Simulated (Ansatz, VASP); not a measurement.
MoF: VASP beside Ansatz

Contents of INCAR:

```
SYSTEM = MoF
ALGO     = Normal         ! electronic algorithm
EDIFF    = 1E-6           ! SCF threshold, eV
EDIFFG   = -0.01          ! ionic threshold
ENCUT    = 600            ! plane-wave cutoff, eV
GGA      = PE             ! functional
IBRION   = 2              ! ionic algorithm
ISIF     = 3              ! what is computed and relaxed
ISMEAR   = 0              ! smearing method
LASPH    = .True.         ! aspherical terms in the spheres
LCHARG   = .False.        ! write CHGCAR
LREAL    = .False.        ! projectors in reciprocal space
LWAVE    = .False.        ! write WAVECAR
NELM     = 100            ! most SCF steps
NSW      = 100            ! ionic steps
PREC     = Accurate       ! precision mode
SIGMA    = 0.1            ! smearing width, eV
```

The input KPOINTS:

```
k-points
0
Gamma
  24 24 14
  0 0 0
```

POSCAR

```
MoF
1.0
    2.6549495996      0.0000000000      0.0000000000
   -1.3274747998      2.2992537990      0.0000000000
    0.0000000000      0.0000000000      4.0524695959
Mo F
1 1
Direct
    0.6666666667      0.3333333333      0.5000000000
    0.0000000000      0.0000000000      0.0000000000
```

Input for Ansatz:

```yaml
crystal:
  lattice:
    - [2.6549495996, 0.0, 0.0]
    - [-1.3274747998, 2.299253799, 0.0]
    - [0.0, 0.0, 4.0524695959]
  atoms:
    - { symbol: Mo, position: [0.6666666667, 0.3333333333, 0.5] }
    - { symbol: F, position: [0.0, 0.0, 0.0] }
basis:
  ecutwfc: 420
kpoints:
  mp_grid: { grid: [24, 24, 14] }
hamiltonian:
  xc: pbe
scf:
  occupations: { method: gaussian, width: 0.1 }
output:
  forces: true
  stress: true
  eigenvalues: true
  write_density: true
  write_potential: true
  elf: true
  volumetric_format: npy
relax:
  adjacent_minimum: "off"
  f_tol: 0.01
  max_steps: 80
  cell: { stress_tol: 0.05 }
```

Alike in both runs: task relaxation of cell and atoms; functional PBE; k mesh 24 × 24 × 14; occupations gaussian, width 0.1 eV; no spin polarisation.

|  | VASP | Ansatz |
| --- | --- | --- |
| version | VASP 6.6.1 | Ansatz 0.2.0 |
| potentials or method | VASP PAW PBE potentials, release 64 (Mo_sv, F), cutoff 600 eV | scalar-relativistic, plane waves, PAW |
| valence electrons in the cell | 21 | 21 |

```csv
,VASP,Ansatz,Ansatz less VASP
"gap on the k mesh at the Fermi level, each at its own relaxed structure (eV)",none,none,-
relaxed volume (Å³/atom),12.42,12.42,+0.001
relaxed cell length with the largest relative difference (Å),4.037,4.038,+0.0011
```

A gap of «none» marks a metal or a gap that the smearing closes.
